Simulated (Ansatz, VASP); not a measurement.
**Two plane-wave programs on ZnS**

INCAR

```
PREC = Accurate
ENCUT = 520
EDIFF = 1E-7
ISMEAR = 0
SIGMA = 0.1
LREAL = F
LASPH = T
NELM = 60
ALGO = Normal
ISIF = 2
LWAVE = F
LCHARG = F
GGA = PE
NBANDS = 16
```

The input KPOINTS:

```
Automatic mesh
0
Gamma
  6 6 6
```

Contents of POSCAR:

```
ZnS
1.0
    1.5172343513      0.8759756611      4.8326723781
   -1.5172343513      0.8759756611      4.8326723781
    0.0000000000     -1.7519513222      4.8326723781
Zn S
1 1
Direct
    0.0000000000      0.0000000000      0.0000000000
    0.5000000000      0.5000000000      0.5000000000
```

Input for Ansatz:

```yaml
crystal:
  lattice:
    - [1.5172343513, 0.8759756611, 4.8326723781]
    - [-1.5172343513, 0.8759756611, 4.8326723781]
    - [0.0, -1.7519513222, 4.8326723781]
  atoms:
    - { symbol: Zn, position: [0.0, 0.0, 0.0] }
    - { symbol: S, position: [0.5, 0.5, 0.5] }
basis:
  ecutwfc: 420
kpoints:
  mp_grid: { grid: [6, 6, 6] }
hamiltonian:
  xc: pbe
scf:
  occupations: { method: gaussian, width: 0.1 }
  lower_state_search: "off"
output:
  forces: true
  stress: true
  eigenvalues: true
```

Alike in both runs: task single point; functional PBE; k mesh 6 × 6 × 6; occupations gaussian, width 0.1 eV; no spin polarisation.

|  | VASP | Ansatz |
| --- | --- | --- |
| version | VASP 6.6.1 | Ansatz 0.2.0 |
| potentials or method | VASP PAW PBE potentials, release 64 (Zn, S), cutoff 520 eV | scalar-relativistic, plane waves, PAW |
| valence electrons in the cell | 18 | 18 |

VASP gave:

| Item | Value |
| --- | --- |
| gap on the k mesh at the Fermi level (eV) | none |
| pressure (GPa) | -7.2 |
| traceless stress, the component that is largest in VASP (GPa) | -4.81 |

Which values does Ansatz return?

gap on the k mesh at the Fermi level (eV): none; pressure (GPa): -7.3; traceless stress, the component that is largest in VASP (GPa): -4.83.

A gap of «none» marks a metal or a gap that the smearing closes. The functional is the same, so the differences come from potentials, cutoffs and numerics.

The k mesh is coarse, so the values compare programs but aren't converged.
